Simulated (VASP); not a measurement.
Write the native input for VASP 6.6.1 that does the following.

| Item | Value |
| --- | --- |
| Task | single point |
| Functional | r2SCAN |
| Potentials or basis | VASP PAW PBE potentials, release 64 (Co, Sn_d) |
| Cutoff | 520 eV |
| k mesh | 8 × 8 × 8 |
| Occupations | gaussian, width 0.1 eV |
| Spin | no spin polarisation |
| Dipole correction | no |
| Further INCAR settings | ALGO = Normal; EDIFF = 1e-07; NBANDS = 46 |

CoSn2:

```
Co Sn
1.0
    -3.18250    3.18250    2.72850
     3.18250   -3.18250    2.72850
     3.18250    3.18250   -2.72850
Co Sn
2 4
Direct
  0.25000 0.25000 0.00000
  0.75000 0.75000 0.00000
  0.65800 0.15800 0.81600
  0.15800 0.34200 0.50000
  0.34200 0.84200 0.18400
  0.84200 0.65800 0.50000
```

One way to write it, as run:

POSCAR

```
CoSn2
1.0
   -3.1825000000      3.1825000000      2.7285000000
    3.1825000000     -3.1825000000      2.7285000000
    3.1825000000      3.1825000000     -2.7285000000
Co Sn
2 4
Direct
    0.2500000000      0.2500000000      0.0000000000
    0.7500000000      0.7500000000      0.0000000000
    0.6580000000      0.1580000000      0.8160000000
    0.1580000000      0.3420000000      0.5000000000
    0.3420000000      0.8420000000      0.1840000000
    0.8420000000      0.6580000000      0.5000000000
```

INCAR.step1

```
PREC     = Accurate       # precision mode
ENCUT    = 520            # plane-wave cutoff, eV
ISMEAR   = 0              # smearing method
SIGMA    = 0.1            # smearing width, eV
LREAL    = False          # projectors in reciprocal space
LASPH    = True           # aspherical terms in the spheres
NELM     = 80             # most SCF steps
NBANDS   = 46             # bands
GGA      = PE             # functional
ALGO     = Normal         # electronic algorithm
EDIFF    = 1E-4           # SCF threshold, eV
LWAVE    = True           # write WAVECAR
LCHARG   = False          # write CHGCAR
```

INCAR.step2

```
PREC     = Accurate       # precision mode
ENCUT    = 520            # plane-wave cutoff, eV
EDIFF    = 1E-7           # SCF threshold, eV
ISMEAR   = 0              # smearing method
SIGMA    = 0.1            # smearing width, eV
LREAL    = False          # projectors in reciprocal space
LASPH    = True           # aspherical terms in the spheres
NELM     = 80             # most SCF steps
ALGO     = Normal         # electronic algorithm
ISIF     = 2              # what is computed and relaxed
LWAVE    = False          # write WAVECAR
LCHARG   = False          # write CHGCAR
METAGGA  = R2SCAN         # meta-GGA
LMIXTAU  = True         
NBANDS   = 46             # bands
ISTART   = 1
```

KPOINTS

```
regular mesh
0
Gamma
  8 8 8
```

Potentials or basis: VASP PAW PBE potentials, release 64 (Co, Sn_d).

Run with:

```bash
$ cat potpaw_PBE.64/Co/POTCAR potpaw_PBE.64/Sn_d/POTCAR > POTCAR
$ cp INCAR.step1 INCAR
$ mpirun -np 1 vasp_std > vasp.out
$ cp INCAR.step2 INCAR
$ mpirun -np 1 vasp_std > vasp.out
```

It gave:

```yaml
Pressure: -2.3 GPa
Largest_force: 0.933 eV/Å
Band_gap_on_the_k_mesh: zero (band 37 reaches 11.42 eV, above the bottom of band 38 at 9.82 eV)
```

Caveat: the PAW data sets were made with another functional, which shifts forces and pressure a little; spin-orbit coupling is left out, which moves the levels of the heavy elements.

It took 19 min on 1 thread of Intel(R) Xeon(R) Platinum 8488C (Sapphire Rapids), with other jobs on the host, peak memory 0.41 GiB.
